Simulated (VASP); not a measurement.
A run of VASP 6.6.1:

The input INCAR:

```
SYSTEM = Li2Be3Au
PREC = Accurate
ENCUT = 520
EDIFF = 1E-6
ISMEAR = 0
SIGMA = 0.1
LREAL = .FALSE.
LASPH = .TRUE.
NELM = 100
ALGO = Normal
ISIF = 2
LWAVE = .FALSE.
LCHARG = .FALSE.
GGA = PE
NBANDS = 20
```

KPOINTS

```
regular mesh
0
G
  12 12 10
  0 0 0
```

File POSCAR:

```
Li2Be3Au
1.0
    4.4356109121      0.0000000000      0.0000000000
   -2.2178054560      3.8413517311      0.0000000000
    0.0000000000      0.0000000000      4.0179177902
Li Be Au
2 3 1
Direct
    0.3333333333      0.6666666667      0.0000000000
    0.6666666667      0.3333333333      0.0000000000
    0.5000000000      0.0000000000      0.5000000000
    0.5000000000      0.5000000000      0.5000000000
    0.0000000000      0.5000000000      0.5000000000
    0.0000000000      0.0000000000      0.0000000000
```

Potentials or basis: VASP PAW PBE potentials, release 64 (Li_sv, Be, Au).

Launch:

```console
$ cat potpaw_PBE.64/Li_sv/POTCAR potpaw_PBE.64/Be/POTCAR potpaw_PBE.64/Au/POTCAR > POTCAR
$ mpirun -np 1 vasp_std > vasp.out
```

Hardware: 1 thread of Intel(R) Xeon(R) 6975P-C (Granite Rapids), with other jobs on the host.

Q: Estimate the wall time of this run.

A: Wall time 51 s on 1 thread of Intel(R) Xeon(R) 6975P-C (Granite Rapids) (shared host), peak memory 0.29 GiB. Counts: scf iterations 13, k points 114.
